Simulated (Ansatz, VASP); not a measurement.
# FeNi2: VASP beside Ansatz

File INCAR:

```
SYSTEM = FeNi2
PREC = Accurate
ENCUT = 600
EDIFF = 1E-7
ISMEAR = 0
SIGMA = 0.1
LREAL = .FALSE.
LASPH = .TRUE.
NELM = 150
ALGO = Fast
ISIF = 3
LWAVE = .FALSE.
LCHARG = .FALSE.
ISPIN = 2
MAGMOM = 2.98 0.84 0.84
LORBIT = 11
LMAXMIX = 4
GGA = PE
IBRION = 2
NSW = 100
EDIFFG = -0.01
```

File KPOINTS:

```
regular mesh
0
G
  14 14 14
  0 0 0
```

The input POSCAR:

```
FeNi2
1.0
    0.0000000000      2.7067593107      2.7067593107
    2.7067593107      0.0000000000      2.7067593107
    2.7067593107      2.7067593107      0.0000000000
Fe Ni
1 2
Direct
    0.0000000000      0.0000000000      0.0000000000
    0.2500000000      0.2500000000      0.2500000000
    0.7500000000      0.7500000000      0.7500000000
```

Input for Ansatz:

```yaml
crystal:
  lattice:
    - [0.0, 2.7067593107, 2.7067593107]
    - [2.7067593107, 0.0, 2.7067593107]
    - [2.7067593107, 2.7067593107, 0.0]
  atoms:
    - { symbol: Fe, position: [0.0, 0.0, 0.0], spin: 2.98 }
    - { symbol: Ni, position: [0.25, 0.25, 0.25], spin: 0.84 }
    - { symbol: Ni, position: [0.75, 0.75, 0.75], spin: 0.84 }
basis:
  ecutwfc: 420
kpoints:
  mp_grid: { grid: [14, 14, 14] }
hamiltonian:
  xc: pbe
scf:
  occupations: { method: gaussian, width: 0.1 }
output:
  forces: true
  stress: true
  eigenvalues: true
  populations: true
  write_density: true
  write_potential: true
  elf: true
  volumetric_format: npy
magnetization:
  spin_polarized: true
relax:
  adjacent_minimum: "off"
  f_tol: 0.01
  max_steps: 80
  cell: { stress_tol: 0.05 }
```

Alike in both runs: task relaxation of cell and atoms; functional PBE; k mesh 14 × 14 × 14; occupations gaussian, width 0.1 eV; collinear spin.

|  | VASP | Ansatz |
| --- | --- | --- |
| version | VASP 6.6.1 | Ansatz 0.2.0 |
| potentials or method | VASP PAW PBE potentials, release 64 (Fe, Ni), cutoff 600 eV | scalar-relativistic, plane waves, PAW |
| valence electrons in the cell | 28 | 52 |

```tsv
	VASP	Ansatz	Ansatz less VASP
gap on the k mesh at the Fermi level, each at its own relaxed structure (eV)	none	none	-
net moment per atom (μB)	1.37	1.37	+0.004
size of the moment on the site where the two differ most (μB)	0.70	0.77	+0.065
relaxed volume (Å³/atom)	13.22	13.22	+0.003
relaxed cell length with the largest relative difference (Å)	3.828	3.828	+0.0003
```

Site moments also hang on the region over which each program counts them. A gap of «none» marks a metal or a gap that the smearing closes. VASP's potentials hold 28 valence electrons a cell and Ansatz's 52, so a difference there can come from the potentials and not from the codes.

Noted on VASP's run: the relaxation stopped at its first step, so nothing moved.
